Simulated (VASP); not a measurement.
Set up this calculation in VASP 6.6.1, as the native input.

```
Task                   : single point
Functional             : RPBE
Potentials or basis    : VASP PAW PBE potentials, release 64 (Cu)
Cutoff                 : 520 eV
k mesh                 : 20 × 20 × 20
Occupations            : tetrahedron
Spin                   : no spin polarisation
Dipole correction      : no
Further INCAR settings : ALGO = Normal; EDIFF = 1e-06; NBANDS = 12
```

The structure of Cu lies in POSCAR:

```
Cu
1.0
    0.0000000000      1.7075733485      1.7075733485
    1.7075733485      0.0000000000      1.7075733485
    1.7075733485      1.7075733485      0.0000000000
Cu
1
Direct
    0.0000000000      0.0000000000      0.0000000000
```

These files were run (other wordings do the same):

INCAR

```
PREC     = Accurate       # precision mode
ENCUT    = 520            # plane-wave cutoff, eV
EDIFF    = 1E-6           # SCF threshold, eV
ISMEAR   = -5             # smearing method
SIGMA    = 0.1            # smearing width, eV
LREAL    = False          # projectors in reciprocal space
LASPH    = True           # aspherical terms in the spheres
NELM     = 60             # most SCF steps
ALGO     = Normal         # electronic algorithm
ISIF     = 2              # what is computed and relaxed
LWAVE    = False          # write WAVECAR
LCHARG   = False          # write CHGCAR
GGA      = RP             # functional
NBANDS   = 12             # bands
```

KPOINTS

```
Automatic mesh
0
Gamma
  20 20 20
```

Potentials or basis: VASP PAW PBE potentials, release 64 (Cu).

Launch:

```sh
$ cat potpaw_PBE.64/Cu/POTCAR > POTCAR
$ mpirun -np 1 vasp_std > vasp.out
```

It gave:

The pressure is 47.6 GPa.

Caveat: the PAW data sets were made with another functional, which shifts forces and pressure a little; tetrahedron occupations give inexact forces and stress in metals.

Wall time 50 s on 1 thread of Intel Xeon 8259CL, on a shared host, peak memory 0.14 GiB.
